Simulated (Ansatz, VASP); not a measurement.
Si2C: VASP beside Ansatz

```xyz
12
Lattice="3.0154 0.0001 -0.0004 -1.5077 2.6121 0.0003 -0.0033 0.0012 19.7361" Properties=species:S:1:pos:R:3 pbc="T T T"
Si   -0.0015    1.7421    7.3114
Si   -0.0032    1.7426   17.1794
Si    0.0000    1.7417    2.5569
Si   -0.0018    1.7420   12.4249
Si   -0.0009    1.7413    4.9341
Si   -0.0022    1.7428   14.8021
Si    1.5077    0.8707   -0.0001
Si    1.5062    0.8712    9.8679
C     1.5076    0.8709    1.9395
C     1.5059    0.8712   11.8075
C     1.5063    0.8713    7.9282
C     1.5046    0.8718   17.7963
```

Change from the starting cell: cell x2, atoms moved at random (sigma 0.05 Å) and cell strained at random (1.5 %), then relaxed without symmetry.

Alike in both runs: functional PBE; k mesh 12 × 12 × 1; occupations gaussian, width 0.2 eV; no spin polarisation.

Ansatz relaxed the structure, and its values are those at the end. VASP's run is a single point on that final structure, the one shown.

|  | VASP | Ansatz |
| --- | --- | --- |
| version | VASP 6.6.1 | Ansatz 0.2.0 |
| potentials or method | VASP PAW PBE potentials, release 64 (Si, C), cutoff 520 eV | scalar-relativistic, plane waves, PAW |
| valence electrons in the cell | 48 | 48 |

Ansatz gave:

* gap on the k mesh at the Fermi level (eV): none
* pressure (GPa): 0.0
* rms of the force components (eV/Å): 0.002

What did VASP give for the same quantities?

gap on the k mesh at the Fermi level (eV): none; pressure (GPa): 0.0; rms of the force components (eV/Å): 0.004.

A gap of «none» marks a metal or a gap that the smearing closes.
